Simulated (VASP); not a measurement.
Input of a VASP 6.6.1 run:

The input INCAR:

```
PREC = Accurate ; ENCUT = 520
EDIFF = 1E-8 ; ISMEAR = 0
SIGMA = 0.01 ; LREAL = False
LASPH = True ; NELM = 80
ALGO = Normal ; ISIF = 2
LWAVE = False ; LCHARG = True
GGA = PE ; IVDW = 12
NBANDS = 16 ; IBRION = 6
NFREE = 2 ; POTIM = 0.015
NSW = 1
```

KPOINTS

```
Automatic mesh
0
Gamma
  12 12 8
```

The input POSCAR:

```
Se
1.0
    4.0672740830      0.0000000000      0.0000000000
   -2.0336370415      3.5223626800      0.0000000000
    0.0000000000      0.0000000000      5.1295445751
Se
3
Direct
    0.2472867246      0.0000000000      0.3333333333
    0.0000000000      0.2472867246      0.6666666667
    0.7527132754      0.7527132754      0.0000000000
```

Potentials or basis: VASP PAW PBE potentials, release 64 (Se).

Run with:

```sh
$ cat potpaw_PBE.64/Se/POTCAR > POTCAR
$ mpirun -np 1 vasp_std > vasp.out
```

Question: Predict the highest phonon frequency at Γ.

Answer: 204 cm⁻¹.

Question: What does it give for the dispersion energy per atom?

Answer: -0.356 eV.

Phonon frequencies in cm⁻¹ (negative: imaginary):
| q point | frequencies |
| --- | --- |
| (0.000, 0.000, 0.000) | 0 0 0 125 138 138 191 204 204 |
